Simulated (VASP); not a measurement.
Ba, 1 atom in the cell. It takes space group Pm-3m (No. 221, cubic). Conventional cell: a = 3.918 Å, b = 3.918 Å, c = 3.918 Å, α = 90.00°, β = 90.00°, γ = 90.00°. Ba (site symmetry m-3m) has 6 Ba at 3.92 Å within 5.1 Å. 

| Item | Value |
| --- | --- |
| Program | VASP 6.6.1 |
| Task | relaxation of cell and atoms |
| Functional | PBEsol |
| Potentials or basis | VASP PAW PBE potentials, release 64 (Ba_sv) |
| Cutoff | 600 eV |
| k mesh | 6 × 6 × 6 |
| Occupations | fermi-dirac, width 0.1 eV |
| Spin | no spin polarisation |
| Dipole correction | no |
| Further INCAR settings | ALGO = Normal; EDIFF = 1e-06; IBRION = 2; EDIFFG = -0.05; NSW = 50; ISIF = 3 |

Potentials or basis: VASP PAW PBE potentials, release 64 (Ba_sv).

Launch:

```bash
$ cat potpaw_PBE.64/Ba_sv/POTCAR > POTCAR
$ mpirun -np 1 vasp_std > vasp.out
```

Hardware: 1 thread of Intel(R) Xeon(R) Platinum 8488C (Sapphire Rapids) (shared host).

**Question.** How long does it take, and how much memory?

**Answer.** Wall time 29 s on 1 thread of Intel(R) Xeon(R) Platinum 8488C (Sapphire Rapids), with other jobs on the host, peak memory 0.19 GiB. Counts: scf iterations 32, k points 20, ion steps 4.
